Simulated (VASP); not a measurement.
The system is NaF.

```xyz
2
Lattice="2.8465 0.0530 0.0530 0.0530 2.8465 0.0530 0.0530 0.0530 2.8465" Properties=species:S:1:pos:R:3 pbc="T T T"
Na    0.0000    0.0000    0.0000
F     1.4762    1.4762    1.4762
```

This cell differs from its parent crystal: strain along [111] +5.7%.

Base run:

| Property | Result |
| --- | --- |
| Program | VASP 6.6.1 |
| Functional | r2SCAN |
| Potentials or basis | VASP PAW PBE potentials, release 64 (Na_pv, F) |
| Cutoff | 520 eV |
| k mesh | 10 × 10 × 10 |
| Occupations | gaussian, width 0.01 eV |
| Spin | no spin polarisation |

Its results: band gap on the k mesh 6.75 eV (least direct gap 7.00 eV); pressure -3.4 GPa.

Q: The run is repeated on the same cell with these changes: functional from r2SCAN to PBE; occupations from gaussian, width 0.01 eV to fermi-dirac, width 0.02 eV. What comes out?

A: Band gap on the k mesh 5.77 eV (least direct gap 6.02 eV); pressure 1.0 GPa.

Caveats: the cell stands under tension (at least some runs); the PAW data sets were made with another functional, which shifts forces and pressure a little (at least some runs).

A k mesh can miss the band edges.
